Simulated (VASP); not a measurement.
# AlN (R3m) in VASP: single point with HSE06

Aim: the single point of AlN with HSE06.

All numbers are computed with VASP 6.6.1; they aren't measurements. Logs are shortened: lines on timing, memory, paths and dates and some standing lists are left out, and cuts for length are marked.

## Step 1: The cell of the first run

The structure is trigonal, space group R3m (No. 160). The conventional cell has a = 3.256 Å, b = 3.256 Å, c = 7.438 Å, α = 90.00°, β = 90.00°, γ = 120.00°. Within 2.5 Å of Al (site symmetry 3m) lie 4 N at 1.90 to 1.97 Å. Within 2.5 Å of N (site symmetry 3m) lie 4 Al at 1.90 to 1.97 Å.

## Step 2: Single point, HSE06 (epitaxial 111 strain +5.4%)

POSCAR reads:

```
AlN
1.0
   -0.1035408465      2.1988819257      2.1988819257
    2.1988819257     -0.1035408465      2.1988819257
    2.1988819257      2.1988819257     -0.1035408465
Al N
1 1
Direct
   -0.0025356267     -0.0025356267     -0.0025356267
    0.2525356267      0.2525356267      0.2525356267
```

INCAR.step1 reads:

```
PREC     = Accurate       # precision mode
ENCUT    = 520            # plane-wave cutoff, eV
EDIFF    = 1E-5           # SCF threshold, eV
ISMEAR   = 0              # smearing method
SIGMA    = 0.01           # smearing width, eV
LREAL    = F              # projectors in reciprocal space
LASPH    = T              # aspherical terms in the spheres
NELM     = 100            # most SCF steps
ALGO     = Normal         # electronic algorithm
ISIF     = 2              # what is computed and relaxed
LWAVE    = T              # write WAVECAR
LCHARG   = F              # write CHGCAR
GGA      = PE             # functional
NBANDS   = 11             # bands
```

INCAR.step2 reads:

```
PREC     = Accurate       # precision mode
ENCUT    = 520            # plane-wave cutoff, eV
EDIFF    = 1E-6           # SCF threshold, eV
ISMEAR   = 0              # smearing method
SIGMA    = 0.01           # smearing width, eV
LREAL    = F              # projectors in reciprocal space
LASPH    = T              # aspherical terms in the spheres
NELM     = 100            # most SCF steps
ALGO     = Normal         # electronic algorithm
ISIF     = 2              # what is computed and relaxed
LWAVE    = F              # write WAVECAR
LCHARG   = F              # write CHGCAR
GGA      = PE             # functional
LHFCALC  = T              # exact exchange
HFSCREEN = 0.2079         # screening, 1/A
PRECFOCK = Normal       
ISTART   = 1            
NBANDS   = 11             # bands
```

KPOINTS reads:

```
regular mesh
0
Gamma
  8 8 8
```

Potentials or basis: VASP PAW PBE potentials, release 64 (Al, N).

Command:

```
> cat potpaw_PBE.64/Al/POTCAR potpaw_PBE.64/N/POTCAR > POTCAR
> cp INCAR.step1 INCAR
> mpirun -np 1 vasp_std > vasp.out
> cp INCAR.step2 INCAR
> mpirun -np 1 vasp_std > vasp.out
```

OUTCAR:

```text
PREC = Accurate
   ENCUT = 520
   EDIFF = 1E-6
   ISMEAR = 0
   LREAL = F
   LASPH = T
   NELM = 100
   ISIF = 2
   GGA = PE
   LHFCALC = T
   HFSCREEN = 0.2079
   PRECFOCK = Normal
   ISTART = 1

 ion  position               nearest neighbor table
   1  0.997  0.997  0.997-   2 1.90   2 1.97   2 1.97   2 1.97
   2  0.253  0.253  0.253-   1 1.90   1 1.97   1 1.97   1 1.97

  LATTYP: Found a trigonal (rhomboedric) cell.
 ALAT       =     3.1114119228
 COS(alpha) =     0.4524104887

  Lattice vectors:

 A1 = (  -0.1035408465,   2.1988819257,   2.1988819257)
 A2 = (   2.1988819257,  -0.1035408465,   2.1988819257)
 A3 = (   2.1988819257,   2.1988819257,  -0.1035408465)

Analysis of symmetry for initial positions (statically):
=====================================================================
 Subroutine PRICEL returns:
 Original cell was already a primitive cell.

 Routine SETGRP: Setting up the symmetry group for a
 trigonal (rhombohedral) supercell.

 Subroutine GETGRP returns: Found  6 space group operations
 (whereof  6 operations were pure point group operations)
 out of a pool of 12 trial point group operations.

The static configuration has the point symmetry C_3v.

Analysis of symmetry for dynamics (positions and initial velocities):
=====================================================================
 Subroutine PRICEL returns:
 Original cell was already a primitive cell.

 Routine SETGRP: Setting up the symmetry group for a
 trigonal (rhombohedral) supercell.

 Subroutine GETGRP returns: Found  6 space group operations
 (whereof  6 operations were pure point group operations)
 out of a pool of 12 trial point group operations.

The dynamic configuration has the point symmetry C_3v.

 Subroutine INISYM returns: Found  6 space group operations
 (whereof  6 operations are pure point group operations),
 and found     1 'primitive' translations

----------------------------------------------------------------------------------------

                                     Primitive cell

  volume of cell :      22.7643

  direct lattice vectors                    reciprocal lattice vectors
    -0.103540847  2.198881926  2.198881926    -0.211926400  0.222398699  0.222398699
     2.198881926 -0.103540847  2.198881926     0.222398699 -0.211926400  0.222398699
     2.198881926  2.198881926 -0.103540847     0.222398699  0.222398699 -0.211926400

  length of vectors
     3.111411923  3.111411923  3.111411923     0.379256064  0.379256064  0.379256064

  position of ions in fractional coordinates (direct lattice)
     0.997464373  0.997464373  0.997464373
     0.252535627  0.252535627  0.252535627

  ion indices of the primitive-cell ions
   primitive index   ion index
                 1           1
                 2           2

----------------------------------------------------------------------------------------

 KPOINTS: regular mesh

Automatic generation of k-mesh.
 Grid dimensions read from file:
 generate k-points for:    8    8    8

 Generating k-lattice:

  Cartesian coordinates                     Fractional coordinates (reciprocal lattice)
    -0.026490800  0.027799837  0.027799837     0.125000000 -0.000000000 -0.000000000
     0.027799837 -0.026490800  0.027799837    -0.000000000  0.125000000 -0.000000000
     0.027799837  0.027799837 -0.026490800    -0.000000000 -0.000000000  0.125000000

  Length of vectors
     0.047407008  0.047407008  0.047407008

  Shift w.r.t. Gamma in fractional coordinates (k-lattice)
     0.000000000  0.000000000  0.000000000

 Subroutine IBZKPT returns following result:
 ===========================================

 Found     65 irreducible k-points:

 Following reciprocal coordinates:
            Coordinates               Weight
  0.000000  0.000000  0.000000      1.000000
  0.125000  0.000000 -0.000000      6.000000
  0.250000  0.000000 -0.000000      6.000000
  0.375000  0.000000 -0.000000      6.000000
  0.500000  0.000000 -0.000000      3.000000
  0.125000  0.125000 -0.000000      6.000000
[... 16 lines left out ...]
  0.250000  0.125000  0.125000      6.000000
  0.375000  0.125000  0.125000      6.000000
 [... further k-points ...]
   k-points           NKPTS =     65   k-points in BZ     NKDIM =    512   number of bands    NBANDS=     11
   number of dos      NEDOS =    301   number of ions     NIONS =      2
   total plane-waves  NPLWV =  13824
   dimension x,y,z NGX =    24 NGY =   24 NGZ =   24
   dimension x,y,z NGXF=    48 NGYF=   48 NGZF=   48
   ions per type =               1   1
   NGX,Y,Z   is equivalent  to a cutoff of  12.82, 12.82, 12.82 a.u.
   NGXF,Y,Z  is equivalent  to a cutoff of  25.65, 25.65, 25.65 a.u.
 SYSTEM =  unknown system
   PREC   = accura    normal or accurate (medium, high low for compatibility)
   ISTART =      1    job   : 0-new  1-cont  2-samecut
   ICHARG =      0    charge: 1-file 2-atom 10-const
   ISPIN  =      1    spin polarized calculation?
   LNONCOLLINEAR =      F non collinear calculations
   LSORBIT =      F    spin-orbit coupling
   LASPH  =      T    aspherical Exc in radial PAW
   ENCUT  =  520.0 eV  38.22 Ry    6.18 a.u.   5.79  5.79  5.79*2*pi/ulx,y,z
   NELM   =    100;   NELMIN=  2; NELMDL=  0     # of ELM steps
   EDIFF  = 0.1E-05   stopping-criterion for ELM
   LREAL  =      F    real-space projection
   EDIFFG = 0.1E-04   stopping-criterion for IOM
   NSW    =      0    number of steps for IOM
   IBRION =     -1    ionic relax: 0-MD 1-quasi-New 2-CG
   NFREE  =      0    steps in history (QN), initial steepest desc. (CG)
   ISIF   =      2    stress and relaxation
   ISYM   =      3    0-nonsym 1-usesym 2-fastsym
   POTIM  = 0.5000    time-step for ionic-motion
   TEBEG  =    0.0;   TEEND  =   0.0 temperature during run
   PSTRESS=    0.0 pullay stress
   NELECT =       8.0000    total number of electrons
   NUPDOWN=      -1.0000    fix difference up-down
   EMIN   =  10.00;   EMAX   =-10.00  energy-range for DOS
   EFERMI =   0.00;   METHOD = LEGACY
   ISMEAR =     0;   SIGMA  =   0.01  broadening in eV -4-tet -1-fermi 0-gaus
   EFERMI_NEDOS =   21; number of points for ismear=-14 and -15
   IALGO  =     38    algorithm
   IMIX   =      1    mixing-type and parameters
     AMIX     =   0.40;   BMIX     =  1.00
     AMIX_MAG =   1.60;   BMIX_MAG =  1.00
  volume/ion in A,a.u.               =      11.38        76.81
  Fermi-wavevector in a.u.,A,eV,Ry     =   1.155278  2.183159 18.159257  1.334668
  Thomas-Fermi vector in A             =   2.291908
   LORBIT       =      0    0 simple, 1 ext, 2 COOP (PROOUT), +10 PAW based schemes
   GGA     = PE    functional components
   LHFCALC =     T    Hartree Fock is set to
   PRECFOCK=normal    Normal, Fast or Accurate (Low or Medium for compatibility)
   ENCUT4O =  -1.0   cutoff for four orbital integrals eV
   NKREDX  =     1    reduce k-point grid by
   NKREDY  =     1    reduce k-point grid by
   NKREDZ  =     1    reduce k-point grid by
   AEXX    =    0.2500 exact exchange contribution
   HFSCREEN=    0.2079 screening length (either q_TF or 0.3 A-1)
   HFSCREENC=   0.2079 screening length for correlation (either q_TF or 0.3 A-1)
   ENCUTFOCK=  -1.0 apply spherical cutoff to Coloumb kernel
   IVDW    =     0    specifies the selected vdW correction
   LEPSILON=     F    determine dielectric tensor
   LRPA    =     F    only Hartree local field effects (RPA)
 non-spin polarized calculation
 Gauss-broadening in eV      SIGMA  =   0.01
  energy-cutoff  :      520.00
  volume of cell :       22.76
 maximum number of plane-waves:       622
  NGX = 18; NGY = 18; NGZ = 18

 number of electron       8.0000000 magnetization

 Free energy of the ion-electron system (eV)
  ---------------------------------------------------
  ext. energy  EPLUGINS =         0.00000000
  ---------------------------------------------------
  free energy    TOTEN  =       -17.21205729 eV

  energy without entropy =      -17.21205729  energy(sigma->0) =      -17.21205729

 E-fermi :   4.6473     XC(G=0):  -8.7204

 val. band max:        4.5685822498   @ k =   0.0000   0.0000   0.0000
 cond. band min:       8.6691088766   @ k =   0.5000   0.5000  -0.0000
 fundamental gap:      4.1005266268
 Fermi energy:         4.6473104750

 k-point     1 :       0.0000    0.0000    0.0000
  band No.  band energies     occupation
      1     -11.6852      2.00000
      2       4.1580      2.00000
      3       4.1580      2.00000
      4       4.5686      2.00000
      5       8.8697      0.00000
      6      17.0508      0.00000
      7      17.0508      0.00000
      8      18.9271      0.00000
      9      23.0584      0.00000
     10      23.0584      0.00000
     11      24.2506      0.00000

 k-point     2 :       0.1250    0.0000   -0.0000
  band No.  band energies     occupation
      1     -11.4744      2.00000
      2       2.9576      2.00000
      3       4.0968      2.00000
      4       4.4389      2.00000
      5       9.8934      0.00000
      6      16.6999      0.00000
      7      17.2837      0.00000
      8      18.8565      0.00000
      9      21.3634      0.00000
     10      21.9595      0.00000
     11      23.3579      0.00000

 k-point     3 :       0.2500    0.0000   -0.0000
  band No.  band energies     occupation
      1     -10.9021      2.00000
      2       0.8063      2.00000
      3       3.9594      2.00000
      4       4.2304      2.00000
      5      11.3704      0.00000
      6      15.9243      0.00000
      7      17.2464      0.00000
      8      18.3004      0.00000
      9      20.9933      0.00000
     10      22.2231      0.00000
     11      22.6849      0.00000
[... 267 lines left out ...]
 k-point    23 :       0.2500    0.1250    0.1250
  band No.  band energies     occupation
      1     -11.0869      2.00000
      2       1.9878      2.00000
      3       3.6745      2.00000
      4       4.1186      2.00000
      5      10.8643      0.00000
      6      16.4699      0.00000
      7      17.5521      0.00000
      8      17.7172      0.00000
      9      19.4349      0.00000
     10      21.9013      0.00000
     11      25.0936      0.00000

 k-point    24 :       0.3750    0.1250    0.1250
  band No.  band energies     occupation
      1     -10.4501      2.00000
      2       0.1310      2.00000
      3       3.3249      2.00000
      4       3.9762      2.00000
      5      12.2459      0.00000
      6      15.0939      0.00000
      7      17.2125      0.00000
      8      17.2765      0.00000
      9      19.8885      0.00000
     10      23.3444      0.00000
     11      25.5440      0.00000

 [... further k-points ...]

------------------------ aborting loop because EDIFF is reached ----------------------------------------

  FORCE on cell =-STRESS in cart. coord.  units (eV):
  Direction    XX          YY          ZZ          XY          YZ          ZX
  --------------------------------------------------------------------------------------
  -------------------------------------------------------------------------------------
  Total       -2.2706435     -2.2706435     -2.2706435      1.0777887      1.0777887      1.0777887
  in kB     -159.8103126   -159.8103126   -159.8103126     75.8559210     75.8559210     75.8559210
  external PRESSURE =    -159.8103126 kB  Pullay stress =       0.0000000 kB

 VOLUME and BASIS-vectors are now :
 -----------------------------------------------------------------------------
  energy-cutoff  :      520.00
  volume of cell :       22.76
      direct lattice vectors                 reciprocal lattice vectors
    -0.103540847  2.198881926  2.198881926    -0.211926400  0.222398699  0.222398699
     2.198881926 -0.103540847  2.198881926     0.222398699 -0.211926400  0.222398699
     2.198881926  2.198881926 -0.103540847     0.222398699  0.222398699 -0.211926400

 POSITION                                       TOTAL-FORCE (eV/Angst)
 -----------------------------------------------------------------------------------
      4.28333      4.28333      4.28333        -0.000343     -0.000343     -0.000343
      1.08444      1.08444      1.08444         0.000343      0.000343      0.000343
 -----------------------------------------------------------------------------------
    total drift:                               -0.000077     -0.000077     -0.000077

  FREE ENERGIE OF THE ION-ELECTRON SYSTEM (eV)
  ---------------------------------------------------
  free  energy   TOTEN  =       -17.2120572936 eV

  energy  without entropy=      -17.2120572936  energy(sigma->0) =      -17.21205729
```

Wall time 70 min (1 thread of Oxide Virtual Turin-like, shared host); peak memory 0.24 GiB.

Results:

| Property | Result |
| --- | --- |
| Free energy | -17.2121 eV |
| Pressure | -16.0 GPa |
| Band gap on the k mesh | 4.10 eV (least direct gap 4.30 eV) |

Stress tensor (GPa, compression positive):
```
-15.98   7.59   7.59
  7.59 -15.98   7.59
  7.59   7.59 -15.98
```

Levels at points of the mesh, in eV from the valence-band top:
| k point | band 1 | band 2 | band 3 | band 4 | band 5 | band 6 | band 7 | band 8 | band 9 |
| --- | --- | --- | --- | --- | --- | --- | --- | --- | --- |
| (0.00, 0.00, 0.00) | -16.25 | -0.41 | -0.41 | 0.00 | 4.30 | 12.48 | 12.48 | 14.36 | 18.49 |
| (0.50, 0.00, 0.00) | -14.41 | -6.34 | -0.78 | -0.60 | 7.86 | 10.52 | 11.71 | 12.72 | 18.46 |
| (0.50, 0.50, 0.00) | -13.73 | -5.34 | -2.43 | -1.81 | 4.10 | 9.29 | 14.40 | 16.13 | 16.73 |
| (0.50, 0.50, 0.50) | -14.07 | -6.01 | -1.09 | -1.09 | 7.19 | 10.64 | 11.12 | 11.12 | 18.37 |

Caveat: the cell differs from its parent crystal (epitaxial 111 strain +5.4%); the cell stands under tension; the structure was generated, so it needn't be the stable form of AlN; the PAW data sets were made with another functional, which shifts forces and pressure a little. A k mesh can miss the band edges.
